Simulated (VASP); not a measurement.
# Ir (I4/mmm) in VASP: further runs

Runs on Ir. Level: LDA. Tasks: single point.

All numbers are computed with VASP 6.6.1; they aren't measurements. Logs are shortened: lines on timing, memory, paths and dates and some standing lists are left out, and cuts for length are marked.

### Step 1. The cell of the first run

The structure is tetragonal, space group I4/mmm (No. 139). The conventional cell has a = 2.489 Å, b = 2.489 Å, c = 4.108 Å, α = 90.00°, β = 90.00°, γ = 90.00°. Ir (site symmetry 4/mmm) has 12 Ir at 2.49 to 2.71 Å within 3.3 Å.

### Step 2. Single point, LDA (12.73 Å³/atom)

INCAR

```
  PREC = Accurate
  ENCUT = 560
  EDIFF = 1E-6
  ISMEAR = 0
  SIGMA = 0.15
  LREAL = F
  LASPH = T
  NELM = 120
  ALGO = Normal
  ISIF = 2
  LWAVE = F
  LCHARG = F
  GGA = CA
  NBANDS = 14
  GGA_COMPAT = F
```

KPOINTS

```
Automatic mesh
0
Gamma
  22 22 22
```

POSCAR

```
Ir
1.0
    0.0000000000      1.7602099769      2.0541650431
    1.7602099769      0.0000000000      2.0541650431
    1.7602099769      1.7602099769      0.0000000000
Ir
1
Direct
    0.0000000000      0.0000000000      0.0000000000
```

Potentials or basis: VASP PAW LDA potentials, release 64 (Ir_sv_GW).

Started as:

```sh
$ cat potpaw_LDA.64/Ir_sv_GW/POTCAR > POTCAR
$ mpirun -np 1 vasp_std > vasp.out
```

OUTCAR:

```text
PREC = Accurate
   ENCUT = 560
   EDIFF = 1E-6
   ISMEAR = 0
   LREAL = F
   LASPH = T
   NELM = 120
   ISIF = 2
   GGA = CA

 ion  position               nearest neighbor table
   1  0.000  0.000  0.000-

  LATTYP: Found a body centered tetragonal cell.
 ALAT       =     2.4893128220
 C/A-ratio  =     1.6503872273

  Lattice vectors:

 A1 = (  -1.7602099769,   0.0000000000,   2.0541650431)
 A2 = (   1.7602099769,   0.0000000000,   2.0541650431)
 A3 = (   0.0000000000,   1.7602099769,  -2.0541650431)

Analysis of symmetry for initial positions (statically):
=====================================================================
 Subroutine PRICEL returns:
 Original cell was already a primitive cell.

 Routine SETGRP: Setting up the symmetry group for a
 body centered tetragonal supercell.

 Subroutine GETGRP returns: Found 16 space group operations
 (whereof 16 operations were pure point group operations)
 out of a pool of 16 trial point group operations.

The static configuration has the point symmetry D_4h.

Analysis of symmetry for dynamics (positions and initial velocities):
=====================================================================
 Subroutine PRICEL returns:
 Original cell was already a primitive cell.

 Routine SETGRP: Setting up the symmetry group for a
 body centered tetragonal supercell.

 Subroutine GETGRP returns: Found 16 space group operations
 (whereof 16 operations were pure point group operations)
 out of a pool of 16 trial point group operations.

The dynamic configuration has the point symmetry D_4h.

 Subroutine INISYM returns: Found 16 space group operations
 (whereof 16 operations are pure point group operations),
 and found     1 'primitive' translations

----------------------------------------------------------------------------------------

                                     Primitive cell

  volume of cell :      12.7290

  direct lattice vectors                    reciprocal lattice vectors
     0.000000000  1.760209977  2.054165043    -0.284057020  0.284057020  0.243407900
     1.760209977  0.000000000  2.054165043     0.284057020 -0.284057020  0.243407900
     1.760209977  1.760209977  0.000000000     0.284057020  0.284057020 -0.243407900

  length of vectors
     2.705167867  2.705167867  2.489312822     0.469706490  0.469706490  0.469706490

  position of ions in fractional coordinates (direct lattice)
     0.000000000  0.000000000  0.000000000

  ion indices of the primitive-cell ions
   primitive index   ion index
                 1           1

----------------------------------------------------------------------------------------

 KPOINTS: Automatic mesh

Automatic generation of k-mesh.
 Grid dimensions read from file:
 generate k-points for:   22   22   22

 Generating k-lattice:

  Cartesian coordinates                     Fractional coordinates (reciprocal lattice)
    -0.012911683  0.012911683  0.011063995     0.045454545  0.000000000  0.000000000
     0.012911683 -0.012911683  0.011063995     0.000000000  0.045454545  0.000000000
     0.012911683  0.012911683 -0.011063995     0.000000000  0.000000000  0.045454545

  Length of vectors
     0.021350295  0.021350295  0.021350295

  Shift w.r.t. Gamma in fractional coordinates (k-lattice)
     0.000000000  0.000000000  0.000000000

 Subroutine IBZKPT returns following result:
 ===========================================

 Found    834 irreducible k-points:

 Following reciprocal coordinates:
            Coordinates               Weight
  0.000000  0.000000  0.000000      1.000000
  0.045455  0.000000  0.000000      8.000000
  0.090909  0.000000  0.000000      8.000000
  0.136364  0.000000  0.000000      8.000000
  0.181818  0.000000  0.000000      8.000000
  0.227273  0.000000  0.000000      8.000000
[... 16 lines left out ...]
  0.500000  0.045455  0.000000      8.000000
 -0.454545  0.045455  0.000000      8.000000
 [... further k-points ...]
   k-points           NKPTS =    834   k-points in BZ     NKDIM =    834   number of bands    NBANDS=     14
   number of dos      NEDOS =    301   number of ions     NIONS =      1
   total plane-waves  NPLWV =  11520
   dimension x,y,z NGX =    24 NGY =   24 NGZ =   20
   dimension x,y,z NGXF=    48 NGYF=   48 NGZF=   40
   ions per type =               1
   NGX,Y,Z   is equivalent  to a cutoff of  14.75, 14.75, 13.36 a.u.
   NGXF,Y,Z  is equivalent  to a cutoff of  29.50, 29.50, 26.71 a.u.
 SYSTEM =  unknown system
   PREC   = accura    normal or accurate (medium, high low for compatibility)
   ISTART =      0    job   : 0-new  1-cont  2-samecut
   ICHARG =      2    charge: 1-file 2-atom 10-const
   ISPIN  =      1    spin polarized calculation?
   LNONCOLLINEAR =      F non collinear calculations
   LSORBIT =      F    spin-orbit coupling
   LASPH  =      T    aspherical Exc in radial PAW
   ENCUT  =  560.0 eV  41.16 Ry    6.42 a.u.   5.22  5.22  4.80*2*pi/ulx,y,z
   NELM   =    120;   NELMIN=  2; NELMDL= -5     # of ELM steps
   EDIFF  = 0.1E-05   stopping-criterion for ELM
   LREAL  =      F    real-space projection
   EDIFFG = 0.1E-04   stopping-criterion for IOM
   NSW    =      0    number of steps for IOM
   IBRION =     -1    ionic relax: 0-MD 1-quasi-New 2-CG
   NFREE  =      0    steps in history (QN), initial steepest desc. (CG)
   ISIF   =      2    stress and relaxation
   ISYM   =      2    0-nonsym 1-usesym 2-fastsym
   POTIM  = 0.5000    time-step for ionic-motion
   TEBEG  =    0.0;   TEEND  =   0.0 temperature during run
   PSTRESS=    0.0 pullay stress
   NELECT =      17.0000    total number of electrons
   NUPDOWN=      -1.0000    fix difference up-down
   EMIN   =  10.00;   EMAX   =-10.00  energy-range for DOS
   EFERMI =   0.00;   METHOD = LEGACY
   ISMEAR =     0;   SIGMA  =   0.15  broadening in eV -4-tet -1-fermi 0-gaus
   EFERMI_NEDOS =   21; number of points for ismear=-14 and -15
   IALGO  =     38    algorithm
   IMIX   =      4    mixing-type and parameters
     AMIX     =   0.40;   BMIX     =  1.00
     AMIX_MAG =   1.60;   BMIX_MAG =  1.00
  volume/ion in A,a.u.               =      12.73        85.90
  Fermi-wavevector in a.u.,A,eV,Ry     =   1.802850  3.406893 44.222606  3.250270
  Thomas-Fermi vector in A             =   2.863082
   LORBIT       =      0    0 simple, 1 ext, 2 COOP (PROOUT), +10 PAW based schemes
   GGA     = CA    functional components
   LHFCALC =     F    Hartree Fock is set to
   AEXX    =    0.0000 exact exchange contribution
   IVDW    =     0    specifies the selected vdW correction
   LEPSILON=     F    determine dielectric tensor
   LRPA    =     F    only Hartree local field effects (RPA)
 non-spin polarized calculation
 Gauss-broadening in eV      SIGMA  =   0.15
  energy-cutoff  :      560.00
  volume of cell :       12.73
 maximum number of plane-waves:       392
 NGX is ok and might be reduce to    24
   NGX = 11   NGY = 11   NGZ =  9

 number of electron      17.0000000 magnetization

 Free energy of the ion-electron system (eV)
  ---------------------------------------------------
  ext. energy  EPLUGINS =         0.00000000
  ---------------------------------------------------
  free energy    TOTEN  =       -10.44287971 eV

  energy without entropy =      -10.43319946  energy(sigma->0) =      -10.43803959

 E-fermi :  14.7958     XC(G=0): -15.4581

 val. band max:       14.7941154678   @ k =   0.3636   0.0000   0.0000
 cond. band min:      14.7962105970   @ k =  -0.1364   0.4545   0.4091
 fundamental gap:      0.0020951292
 Fermi energy:        14.7957524701

 k-point     1 :       0.0000    0.0000    0.0000
  band No.  band energies     occupation
      1     -78.0109      2.00000
      2     -34.6428      2.00000
      3     -34.4773      2.00000
      4     -34.4773      2.00000
      5       2.6143      2.00000
      6       8.7297      2.00000
      7      11.2869      2.00000
      8      11.2869      2.00000
      9      11.6001      2.00000
     10      14.9969      0.05788
     11      28.5330      0.00000
     12      31.0498      0.00000
     13      36.0638      0.00000
     14      36.0638      0.00000

 k-point     2 :       0.0455    0.0000    0.0000
  band No.  band energies     occupation
      1     -78.0084      2.00000
      2     -34.6507      2.00000
      3     -34.5012      2.00000
      4     -34.4780      2.00000
      5       2.7203      2.00000
      6       8.7703      2.00000
      7      11.2144      2.00000
      8      11.3316      2.00000
      9      11.6075      2.00000
     10      14.9312      0.20148
     11      28.7217      0.00000
     12      31.1595      0.00000
     13      35.5554      0.00000
     14      36.2660      0.00000

 k-point     3 :       0.0909    0.0000    0.0000
  band No.  band energies     occupation
      1     -78.0014      2.00000
      2     -34.6806      2.00000
      3     -34.5641      2.00000
      4     -34.4800      2.00000
      5       3.0295      2.00000
      6       8.8810      2.00000
      7      10.9858      2.00000
      8      11.4597      2.00000
      9      11.6785      2.00000
     10      14.7499      1.33421
     11      29.2392      0.00000
     12      31.4124      0.00000
     13      34.6258      0.00000
     14      36.8580      0.00000
[... 324 lines left out ...]
 k-point    23 :       0.5000    0.0455    0.0000
  band No.  band energies     occupation
      1     -77.8912      2.00000
      2     -35.7409      2.00000
      3     -34.8706      2.00000
      4     -34.5145      2.00000
      5       5.6775      2.00000
      6       8.9804      2.00000
      7      11.4269      2.00000
      8      13.6219      2.00000
      9      15.4549      0.00000
     10      16.6154      0.00000
     11      23.6003      0.00000
     12      27.5765      0.00000
     13      34.3724      0.00000
     14      36.0071      0.00000

 k-point    24 :      -0.4545    0.0455    0.0000
  band No.  band energies     occupation
      1     -77.8906      2.00000
      2     -35.7481      2.00000
      3     -34.8687      2.00000
      4     -34.5101      2.00000
      5       5.6835      2.00000
      6       9.0177      2.00000
      7      11.4082      2.00000
      8      13.4351      2.00000
      9      15.3431      0.00000
     10      16.8557      0.00000
     11      23.6839      0.00000
     12      27.6353      0.00000
     13      34.1294      0.00000
     14      36.2459      0.00000

 [... further k-points ...]

------------------------ aborting loop because EDIFF is reached ----------------------------------------

  FORCE on cell =-STRESS in cart. coord.  units (eV):
  Direction    XX          YY          ZZ          XY          YZ          ZX
  --------------------------------------------------------------------------------------
  -------------------------------------------------------------------------------------
  Total        5.9271110      5.9271110     -0.1114464      0.0000000      0.0000000     -0.0000000
  in kB      746.0352608    746.0352608    -14.0275701      0.0000000      0.0000000     -0.0000000
  external PRESSURE =     492.6809839 kB  Pullay stress =       0.0000000 kB

 VOLUME and BASIS-vectors are now :
 -----------------------------------------------------------------------------
  energy-cutoff  :      560.00
  volume of cell :       12.73
      direct lattice vectors                 reciprocal lattice vectors
     0.000000000  1.760209977  2.054165043    -0.284057020  0.284057020  0.243407900
     1.760209977  0.000000000  2.054165043     0.284057020 -0.284057020  0.243407900
     1.760209977  1.760209977  0.000000000     0.284057020  0.284057020 -0.243407900

 POSITION                                       TOTAL-FORCE (eV/Angst)
 -----------------------------------------------------------------------------------
      0.00000      0.00000      0.00000         0.000000     -0.000000      0.000000
 -----------------------------------------------------------------------------------
    total drift:                                0.000000      0.000000     -0.000000

  FREE ENERGIE OF THE ION-ELECTRON SYSTEM (eV)
  ---------------------------------------------------
  free  energy   TOTEN  =       -10.4428797082 eV

  energy  without entropy=      -10.4331994637  energy(sigma->0) =      -10.43803959
```

Wall time 63 s (1 thread of Intel Xeon Platinum 8559C (Emerald Rapids), shared host); peak memory 0.27 GiB.

Results:

```
Free energy            : -10.4429 eV
Pressure               : 49.3 GPa
Band gap on the k mesh : zero (an odd number of electrons rules out a gap without spin polarisation)
```

Stress tensor (GPa, compression positive):
```
74.60  0.00  0.00
 0.00 74.60  0.00
 0.00  0.00 -1.40
```

Caveat: the stress differs along the axes, from -1 to 75 GPa; spin-orbit coupling is left out, which moves the levels of the heavy elements.

### Step 3. Single point, LDA (13.84 Å³/atom)

This run uses another cell than the first one, of 13.84 Å³/atom.

INCAR

```
SYSTEM = Ir
  PREC = Accurate
  ENCUT = 560
  EDIFF = 1E-6
  ISMEAR = 0
  SIGMA = 0.15
  LREAL = .False.
  LASPH = .True.
  NELM = 120
  ALGO = Normal
  ISIF = 2
  LWAVE = .False.
  LCHARG = .False.
  NBANDS = 14
  GGA_COMPAT = .False.
```

KPOINTS

```
Automatic mesh
0
Gamma
  22 22 22
  0 0 0
```

POSCAR

```
Ir
1.0
    0.0000000000      2.0060598506      1.7189926860
    2.0060598506      0.0000000000      1.7189926860
    2.0060598506      2.0060598506      0.0000000000
Ir
1
Direct
    0.0000000000      0.0000000000      0.0000000000
```

Potentials or basis: VASP PAW LDA potentials, release 64 (Ir_sv_GW).

Started as:

```sh
$ cat potpaw_LDA.64/Ir_sv_GW/POTCAR > POTCAR
$ mpirun -np 1 vasp_std > vasp.out
```

OUTCAR:

```text
SYSTEM = Ir
   PREC = Accurate
   ENCUT = 560
   EDIFF = 1E-6
   ISMEAR = 0
   LREAL = .False.
   LASPH = .True.
   NELM = 120
   ISIF = 2

 ion  position               nearest neighbor table
   1  0.000  0.000  0.000-

  LATTYP: Found a body centered tetragonal cell.
 ALAT       =     2.8369970477
 C/A-ratio  =     1.2118396016

  Lattice vectors:

 A1 = (   0.0000000000,  -2.0060598506,  -1.7189926860)
 A2 = (   0.0000000000,   2.0060598506,  -1.7189926860)
 A3 = (   2.0060598506,   0.0000000000,   1.7189926860)

Analysis of symmetry for initial positions (statically):
=====================================================================
 Subroutine PRICEL returns:
 Original cell was already a primitive cell.

 Routine SETGRP: Setting up the symmetry group for a
 body centered tetragonal supercell.

 Subroutine GETGRP returns: Found 16 space group operations
 (whereof 16 operations were pure point group operations)
 out of a pool of 16 trial point group operations.

The static configuration has the point symmetry D_4h.

Analysis of symmetry for dynamics (positions and initial velocities):
=====================================================================
 Subroutine PRICEL returns:
 Original cell was already a primitive cell.

 Routine SETGRP: Setting up the symmetry group for a
 body centered tetragonal supercell.

 Subroutine GETGRP returns: Found 16 space group operations
 (whereof 16 operations were pure point group operations)
 out of a pool of 16 trial point group operations.

The dynamic configuration has the point symmetry D_4h.

 Subroutine INISYM returns: Found 16 space group operations
 (whereof 16 operations are pure point group operations),
 and found     1 'primitive' translations

----------------------------------------------------------------------------------------

                                     Primitive cell

  volume of cell :      13.8354

  direct lattice vectors                    reciprocal lattice vectors
     0.000000000  2.006059851  1.718992686    -0.249244807  0.249244807  0.290868021
[... 115 lines left out ...]
 non-spin polarized calculation
 Gauss-broadening in eV      SIGMA  =   0.15
  energy-cutoff  :      560.00
  volume of cell :       13.84
 maximum number of plane-waves:       434
   NGX = 11   NGY = 11   NGZ = 11

 number of electron      17.0000000 magnetization

 Free energy of the ion-electron system (eV)
  ---------------------------------------------------
  ext. energy  EPLUGINS =         0.00000000
  ---------------------------------------------------
  free energy    TOTEN  =       -10.66678814 eV

  energy without entropy =      -10.65443339  energy(sigma->0) =      -10.66061077

 E-fermi :  13.0130     XC(G=0): -14.9218

 val. band max:       13.0102570357   @ k =   0.3182   0.0909   0.1818
 cond. band min:      13.0143611606   @ k =   0.3182   0.0455   0.1818
 fundamental gap:      0.0041041249
 Fermi energy:        13.0129810499

 k-point     1 :       0.0000    0.0000    0.0000
  band No.  band energies     occupation
      1     -79.4542      2.00000
      2     -36.1382      2.00000
      3     -36.1382      2.00000
      4     -36.0104      2.00000
      5       1.7774      2.00000
      6       8.6486      2.00000
      7       8.6486      2.00000
      8      10.4613      2.00000
      9      10.4881      2.00000
     10      12.8218      1.92852
     11      27.1141      0.00000
     12      30.6657      0.00000
     13      30.6657      0.00000
     14      36.3131      0.00000
[... 377 lines left out ...]
      1     -79.3766      2.00000
      2     -36.9526      2.00000
      3     -36.3547      2.00000
      4     -36.1075      2.00000
      5       4.8671      2.00000
      6       8.0231      2.00000
      7      10.0530      2.00000
      8      11.8367      2.00000
      9      13.8841      0.00000
     10      14.5027      0.00000
     11      21.1077      0.00000
     12      26.3592      0.00000
     13      31.5201      0.00000
     14      33.9545      0.00000

 [... further k-points ...]

------------------------ aborting loop because EDIFF is reached ----------------------------------------

  FORCE on cell =-STRESS in cart. coord.  units (eV):
  Direction    XX          YY          ZZ          XY          YZ          ZX
  --------------------------------------------------------------------------------------
  -------------------------------------------------------------------------------------
  Total       -1.0077341     -1.0077341      3.1804246      0.0000000     -0.0000000      0.0000000
  in kB     -116.6983624   -116.6983624    368.3018372      0.0000000     -0.0000000      0.0000000
  external PRESSURE =      44.9683708 kB  Pullay stress =       0.0000000 kB

 VOLUME and BASIS-vectors are now :
 -----------------------------------------------------------------------------
  energy-cutoff  :      560.00
  volume of cell :       13.84
      direct lattice vectors                 reciprocal lattice vectors
     0.000000000  2.006059851  1.718992686    -0.249244807  0.249244807  0.290868021
     2.006059851  0.000000000  1.718992686     0.249244807 -0.249244807  0.290868021
     2.006059851  2.006059851  0.000000000     0.249244807  0.249244807 -0.290868021

 POSITION                                       TOTAL-FORCE (eV/Angst)
 -----------------------------------------------------------------------------------
      0.00000      0.00000      0.00000         0.000000      0.000000     -0.000000
 -----------------------------------------------------------------------------------
    total drift:                                0.000000      0.000000      0.000000

  FREE ENERGIE OF THE ION-ELECTRON SYSTEM (eV)
  ---------------------------------------------------
  free  energy   TOTEN  =       -10.6667881405 eV

  energy  without entropy=      -10.6544333940  energy(sigma->0) =      -10.66061077
```

Wall time 1.7 min (1 thread of Intel Xeon Platinum 8259CL at 2.50GHz (Skylake/Cascade Lake), shared host); peak memory 0.29 GiB.

Results:

```
Free energy            : -10.6668 eV
Pressure               : 4.5 GPa
Band gap on the k mesh : zero (an odd number of electrons rules out a gap without spin polarisation)
```

Caveat: the stress differs along the axes, from -12 to 37 GPa; spin-orbit coupling is left out, which moves the levels of the heavy elements.

(Part 1 of 2 ends here.)
